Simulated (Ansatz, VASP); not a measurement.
This is a calculation of GaGe3 for Ansatz 0.2.0.

File input.yaml:

```yaml
crystal:
  lattice:
    - [4.2206418035, 0.0, 0.0]
    - [0.0, 4.2206418035, 0.0]
    - [0.0, 0.0, 4.2206418035]
  atoms:
    - { symbol: Ge, position: [0.5, 0.5, 0.0] }
    - { symbol: Ge, position: [0.5, 0.0, 0.5] }
    - { symbol: Ge, position: [0.0, 0.5, 0.5] }
    - { symbol: Ga, position: [0.0, 0.0, 0.0] }
hamiltonian:
  xc: r2scan
  pseudopotentials: { kind: paw }
kpoints:
  mp_grid: { grid: [6, 6, 6] }
scf:
  occupations: { method: fermi_dirac, width: 0.05 }
output:
  forces: true
  stress: true
  eigenvalues: true
```

Potentials or basis: Ansatz PAW.

The run is started by

```sh
$ ansatz run input.yaml --threads 2 --pin off --max-ram 5632MiB --backend cpu --events-out ev --progress --plain --runs-dir out
```

Task: Translate it to VASP 6.6.1. Potentials there: VASP PAW PBE potentials, release 64 (Ge_d, Ga_d).

Result: As run (the cutoff follows the program's own potentials):

The input POSCAR:

```
GaGe3
1.0
    4.2206418035      0.0000000000      0.0000000000
    0.0000000000      4.2206418035      0.0000000000
    0.0000000000      0.0000000000      4.2206418035
Ge Ga
3 1
Direct
    0.5000000000      0.5000000000      0.0000000000
    0.5000000000      0.0000000000      0.5000000000
    0.0000000000      0.5000000000      0.5000000000
    0.0000000000      0.0000000000      0.0000000000
```

The input INCAR.step1:

```
PREC = Accurate
ENCUT = 520
ISMEAR = -1
SIGMA = 0.05
LREAL = F
LASPH = T
NELM = 100
NBANDS = 36
GGA = PE
ALGO = Normal
EDIFF = 1E-4
LWAVE = T
LCHARG = F
```

Contents of INCAR.step2:

```
PREC = Accurate
ENCUT = 520
EDIFF = 1E-6
ISMEAR = -1
SIGMA = 0.05
LREAL = F
LASPH = T
NELM = 100
ALGO = Normal
ISIF = 2
LWAVE = F
LCHARG = F
METAGGA = R2SCAN
LMIXTAU = T
NBANDS = 36
ISTART = 1
```

Contents of KPOINTS:

```
regular mesh
0
Gamma
  6 6 6
```

Potentials or basis: VASP PAW PBE potentials, release 64 (Ge_d, Ga_d).

The run is started by

```console
$ cat potpaw_PBE.64/Ge_d/POTCAR potpaw_PBE.64/Ga_d/POTCAR > POTCAR
$ cp INCAR.step1 INCAR
$ mpirun -np 1 vasp_std > vasp.out
$ cp INCAR.step2 INCAR
$ mpirun -np 1 vasp_std > vasp.out
```

Both were run:

|  | VASP | Ansatz | Ansatz less VASP |
| --- | --- | --- | --- |
| gap on the k mesh at the Fermi level (eV) | none | none | - |
| pressure (GPa) | -0.1 | 0.0 | +0.10 |

VASP's potentials were made for PBE, not for r2SCAN. A gap of «none» marks a metal or a gap that the smearing closes.
